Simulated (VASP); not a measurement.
# GeF5 (P6/mmm) in VASP: further runs, part 2 of 2

VASP 6.6.1. Earlier steps stand in the parts before.

### 4 Single point, PBE

This run uses another cell than the first one, of 13.79 Å³/atom, 1.026 times its volume.

The input, INCAR:

```
SYSTEM = GeF5
PREC = Accurate
ENCUT = 520
EDIFF = 1E-7
ISMEAR = 0
SIGMA = 0.1
LREAL = .False.
LASPH = .True.
NELM = 60
ALGO = Normal
ISIF = 2
LWAVE = .False.
LCHARG = .True.
GGA = PE
LELF = .True.
LVHAR = .True.
NBANDS = 34
```

The input, KPOINTS:

```
regular mesh
0
Gamma
  12 12 6
  0 0 0
```

The input, POSCAR:

```
GeF5
1.0
    4.0051203838      0.0000000000      0.0000000000
   -2.0025601919      3.4685359976      0.0000000000
    0.0000000000      0.0000000000      5.9563744493
Ge F
1 5
Direct
    0.0000000000      0.0000000000      0.0000000000
    0.0000000000      0.5000000000      0.5000000000
    0.3333333333      0.6666666667      0.0000000000
    0.6666666667      0.3333333333      0.0000000000
    0.5000000000      0.0000000000      0.5000000000
    0.5000000000      0.5000000000      0.5000000000
```

Potentials or basis: VASP PAW PBE potentials, release 64 (Ge_d, F).

Command:

```
$ cat potpaw_PBE.64/Ge_d/POTCAR potpaw_PBE.64/F/POTCAR > POTCAR
$ mpirun -np 1 vasp_std > vasp.out
```

OUTCAR:

```text
SYSTEM = GeF5
   PREC = Accurate
   ENCUT = 520
   EDIFF = 1E-7
   ISMEAR = 0
   LREAL = .False.
   LASPH = .True.
   NELM = 60
   ISIF = 2
   GGA = PE

 ion  position               nearest neighbor table
   1  0.000  0.000  0.000-   3 2.31   4 2.31   4 2.31   3 2.31   4 2.31   3 2.31
   2  0.000  0.500  0.500-
   3  0.333  0.667  0.000-   1 2.31   1 2.31   1 2.31
   4  0.667  0.333  0.000-   1 2.31   1 2.31   1 2.31
   5  0.500  0.000  0.500-
   6  0.500  0.500  0.500-

  LATTYP: Found a hexagonal cell.
 ALAT       =     4.0051203838
 C/A-ratio  =     1.4871898666

  Lattice vectors:

 A1 = (   4.0051203838,   0.0000000000,   0.0000000000)
 A2 = (  -2.0025601919,   3.4685359976,   0.0000000000)
 A3 = (   0.0000000000,   0.0000000000,   5.9563744493)

Analysis of symmetry for initial positions (statically):
=====================================================================
 Subroutine PRICEL returns:
 Original cell was already a primitive cell.

 Routine SETGRP: Setting up the symmetry group for a
[... 172 lines left out ...]
  ---------------------------------------------------
  free energy    TOTEN  =       -17.18933898 eV

  energy without entropy =      -17.15635352  energy(sigma->0) =      -17.17284625

 E-fermi :  -1.2933     XC(G=0):  -9.1624

 val. band max:       -1.2938473752   @ k =   0.5000   0.0000   0.1667
 cond. band min:      -1.2914540920   @ k =   0.5000   0.0000   0.0000
 fundamental gap:      0.0023932832
 Fermi energy:        -1.2933115569

 k-point     1 :       0.0000    0.0000    0.0000
  band No.  band energies     occupation
      1     -25.2223      2.00000
      2     -25.1403      2.00000
      3     -25.1403      2.00000
      4     -25.0438      2.00000
      5     -25.0438      2.00000
      6     -24.3148      2.00000
[... 877 lines left out ...]
     33      13.3888      0.00000
     34      14.0136      0.00000

 [... further k-points ...]
[... 5 lines left out ...]
  --------------------------------------------------------------------------------------
  -------------------------------------------------------------------------------------
  Total       -0.1435002     -0.1435002     -0.2266336      0.0000000     -0.0000000      0.0000000
  in kB       -2.7785569     -2.7785569     -4.3882482      0.0000000     -0.0000000      0.0000000
  external PRESSURE =      -3.3151207 kB  Pullay stress =       0.0000000 kB

 VOLUME and BASIS-vectors are now :
 -----------------------------------------------------------------------------
  energy-cutoff  :      520.00
  volume of cell :       82.75
      direct lattice vectors                 reciprocal lattice vectors
     4.005120384  0.000000000  0.000000000     0.249680385  0.144153038  0.000000000
    -2.002560192  3.468535998  0.000000000     0.000000000  0.288306075  0.000000000
     0.000000000  0.000000000  5.956374449     0.000000000  0.000000000  0.167887363

 POSITION                                       TOTAL-FORCE (eV/Angst)
 -----------------------------------------------------------------------------------
      0.00000      0.00000      0.00000        -0.000000      0.000000      0.000000
     -1.00128      1.73427      2.97819        -0.000000      0.000000      0.000000
     -0.00000      2.31236      0.00000        -0.000000      0.000000     -0.000000
      2.00256      1.15618      0.00000         0.000000      0.000000      0.000000
      2.00256      0.00000      2.97819        -0.000000      0.000000      0.000000
      1.00128      1.73427      2.97819        -0.000000      0.000000      0.000000
 -----------------------------------------------------------------------------------
    total drift:                               -0.000000      0.000000      0.000000

  FREE ENERGIE OF THE ION-ELECTRON SYSTEM (eV)
  ---------------------------------------------------
  free  energy   TOTEN  =       -17.1893389773 eV

  energy  without entropy=      -17.1563535188  energy(sigma->0) =      -17.17284625
```

Wall time 4.1 min (1 thread of Oxide Virtual Turin-like, shared host); peak memory 0.27 GiB.

What came out:

```
Free energy : -17.1893 eV
Pressure    : -0.3 GPa
```

Levels at points of the mesh, in eV from the Fermi level:
| k point | band 22 | band 23 | band 24 | band 25 | band 26 | band 27 | band 28 | band 29 |
| --- | --- | --- | --- | --- | --- | --- | --- | --- |
| (0.00, 0.00, 0.00) | -1.30 | -1.18 | 0.30 | 0.84 | 0.84 | 4.27 | 7.23 | 7.23 |
| (0.50, 0.00, 0.00) | -1.45 | -1.34 | -0.92 | 0.00 | 0.72 | 3.53 | 5.76 | 7.67 |
| (0.00, 0.00, 0.50) | -1.28 | -1.17 | 0.30 | 0.84 | 0.84 | 3.87 | 7.20 | 7.20 |
| (0.50, 0.00, 0.50) | -1.70 | -1.32 | -0.92 | -0.01 | 0.72 | 3.50 | 5.93 | 7.67 |

Caveat: an odd number of electrons without spin polarisation forces a metal; a magnetic or distorted state may lie lower.

### 5 Summary

| cell | k mesh | gap on the mesh (eV) | pressure (GPa) |
| --- | --- | --- | --- |
| a = 4.855, b = 4.855, c = 3.951 Å, angles 90.0, 90.0, 120.0°, 6 atoms | 6 × 6 × 4 | none | -6.8 |
| a = 4.006, b = 4.006, c = 5.894 Å, angles 90.0, 90.0, 120.0°, 6 atoms | 6 × 6 × 4 | none | -0.3 |
| a = 4.005, b = 4.005, c = 5.956 Å, angles 90.0, 90.0, 120.0°, 6 atoms | 12 × 12 × 6 | none | -0.3 |

Alike in all rows: task single point; level PBE; potentials or basis VASP PAW PBE potentials, release 64 (Ge_d, F); no spin polarisation; cutoff (eV) 520; smearing gaussian 0.1 eV.

Caveats: some runs use coarse meshes; an odd number of electrons without spin polarisation forces a metal; a magnetic or distorted state may lie lower.

Absolute energies hang on the potentials; compare differences alone.
